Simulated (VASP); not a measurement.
Set up this calculation in VASP 6.6.1, as the native input.

| Item | Value |
| --- | --- |
| Task | single point |
| Functional | LDA |
| Potentials or basis | VASP PAW LDA potentials, release 64 (Sr_sv, O) |
| Cutoff | 520 eV |
| k mesh | 8 × 8 × 8 |
| Occupations | gaussian, width 0.01 eV |
| Spin | no spin polarisation |
| Dipole correction | no |
| Further INCAR settings | ALGO = Normal; EDIFF = 1e-06; NBANDS = 15 |

The structure of SrO lies in POSCAR:

```
SrO
1.0
    0.0000000000      2.5448585586      2.5448585586
    2.5448585586      0.0000000000      2.5448585586
    2.5448585586      2.5448585586      0.0000000000
Sr O
1 1
Direct
    0.5000000000      0.5000000000      0.5000000000
    0.0000000000      0.0000000000      0.0000000000
```

These files were run (other wordings do the same):

INCAR

```
SYSTEM = SrO
  ALGO = Normal
  EDIFF = 1E-6
  ENCUT = 520
  GGA = CA
  ISIF = 2
  ISMEAR = 0
  LASPH = .TRUE.
  LCHARG = .FALSE.
  LREAL = .FALSE.
  LWAVE = .FALSE.
  NBANDS = 15
  NELM = 100
  PREC = Accurate
  SIGMA = 0.01
```

KPOINTS

```
k-points
0
G
  8 8 8
  0 0 0
```

Potentials or basis: VASP PAW LDA potentials, release 64 (Sr_sv, O).

Launch:

```bash
$ cat potpaw_LDA.64/Sr_sv/POTCAR potpaw_LDA.64/O/POTCAR > POTCAR
$ mpirun -np 1 vasp_std > vasp.out
```

Results of the run:

The pressure is -0.7 GPa and the band gap on the k mesh is 3.07 eV, indirect (least direct gap 3.14 eV).

Wall time 6.6 s on 1 thread of AMD EPYC 9R45 96-Core Processor (Zen 5), with other jobs on the host, peak memory 0.12 GiB.
